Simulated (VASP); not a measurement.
Input of a VASP 6.6.1 run:

The input INCAR:

```
SYSTEM = MgH2
PREC = Accurate
ENCUT = 520
EDIFF = 1E-6
ISMEAR = 0
SIGMA = 0.1
LREAL = Auto
LASPH = .True.
NELM = 60
ALGO = Normal
ISIF = 2
LWAVE = .False.
LCHARG = .False.
GGA = PE
NBANDS = 34
```

Contents of KPOINTS:

```
Automatic mesh
0
Gamma
  2 2 2
  0 0 0
```

File POSCAR:

```
MgH2
1.0
    0.0000000000      8.3288284200      8.3288284200
    8.3288284200      0.0000000000      8.3288284200
    8.3288284200      8.3288284200      0.0000000000
Mg H
8 16
Direct
    0.8062530200      0.0645823300      0.0645823300
    0.1854176700      0.1854176700      0.1854176700
    0.1854176700      0.1854176700      0.4437469800
    0.1854176700      0.4437469800      0.1854176700
    0.0645823300      0.8062530200      0.0645823300
    0.0645823300      0.0645823300      0.0645823300
    0.0645823300      0.0645823300      0.8062530200
    0.4437469800      0.1854176700      0.1854176700
    0.9144063100      0.9144063100      0.0855936900
    0.9144063100      0.0855936900      0.0855936900
    0.9144063100      0.0855936900      0.9144063100
    0.6250000000      0.1250000000      0.1250000000
    0.1644063100      0.1644063100      0.3355936900
    0.1644063100      0.3355936900      0.1644063100
    0.1250000000      0.1250000000      0.1250000000
    0.3355936900      0.1644063100      0.1644063100
    0.1644063100      0.3355936900      0.3355936900
    0.1250000000      0.1250000000      0.6250000000
    0.3355936900      0.1644063100      0.3355936900
    0.1250000000      0.6250000000      0.1250000000
    0.3355936900      0.3355936900      0.1644063100
    0.0855936900      0.9144063100      0.0855936900
    0.0855936900      0.9144063100      0.9144063100
    0.0855936900      0.0855936900      0.9144063100
```

Potentials or basis: VASP PAW PBE potentials, release 64 (Mg, H).

The run is started by

```bash
$ cat potpaw_PBE.64/Mg/POTCAR potpaw_PBE.64/H/POTCAR > POTCAR
$ mpirun -np 1 vasp_std > vasp.out
```

Predict the band gap on the k mesh.

3.65 eV, direct.

Predict the pressure.

4.8 GPa.

Predict the largest force.

2.963 eV/Å.

Forces on the atoms (eV/Å):
```
Mg   1.711 -1.711 -1.711
Mg  -1.711 -1.711 -1.711
Mg   1.711  1.711 -1.711
Mg   1.711 -1.711  1.711
Mg  -1.711  1.711 -1.711
Mg   1.711  1.711  1.711
Mg  -1.711 -1.711  1.711
Mg  -1.711  1.711  1.711
H    0.000  0.000 -2.815
H    2.815  0.000  0.000
H    0.000 -2.815  0.000
H    0.000  0.000  0.000
H    0.000  0.000 -2.815
H    0.000 -2.815  0.000
H    0.000  0.000  0.000
H   -2.815  0.000  0.000
H    2.815  0.000  0.000
H    0.000  0.000  0.000
H    0.000  2.815  0.000
H    0.000  0.000  0.000
H    0.000  0.000  2.815
H    0.000  2.815  0.000
H   -2.815  0.000  0.000
H    0.000  0.000  2.815
```

Caveat: forces of over 1 eV/Å act on the atoms, so gaps and moduli don't describe the material at rest. PBE gaps usually lie below the measured ones, often by a third to a half.
